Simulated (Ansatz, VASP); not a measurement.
I in VASP and in Ansatz

```
I
1.0
     3.63503   -2.39502    0.00000
     3.63503    2.39502    0.00000
     0.00000    0.00000    9.79344
I
4
Cartesian
  3.6350 -0.7152 3.7646
  3.6350 1.6799 1.1321
  3.6350 0.7152 6.0288
  3.6350 -1.6799 8.6613
```

Alike in both runs: functional PBEsol-based screened hybrid; k mesh 4 × 4 × 2; occupations fermi-dirac, width 0.05 eV; no spin polarisation.

|  | VASP | Ansatz |
| --- | --- | --- |
| version | VASP 6.6.1 | Ansatz 0.2.0 |
| potentials or method | VASP PAW PBE potentials, release 64 (I) | Ansatz PAW |
| plane-wave cutoff (eV) | 520 | 420 |
| valence electrons in the cell | 28 | 68 |
| task | single point | band structure |

VASP gave:

- gap on the k mesh at the Fermi level (eV): 2.09
- least direct gap on the mesh (eV): 2.29
- pressure (GPa): -0.3
- traceless stress, the component that is largest in VASP (GPa): 0.41
- rms of the force components (eV/Å): 0.134

**Question.** Which values does Ansatz return?

**Answer.** gap on the k mesh at the Fermi level (eV): 2.10; least direct gap on the mesh (eV): 2.30; pressure (GPa): -0.2; traceless stress, the component that is largest in VASP (GPa): 0.32; rms of the force components (eV/Å): 0.150.

VASP's potentials were made for PBE, not for PBEsol-based screened hybrid. Atom by atom the forces differ by 0.018 eV/Å (rms over components). VASP's potentials hold 28 valence electrons a cell and Ansatz's 68, so a difference there can come from the potentials and not from the codes.

Spin-orbit coupling is off throughout.
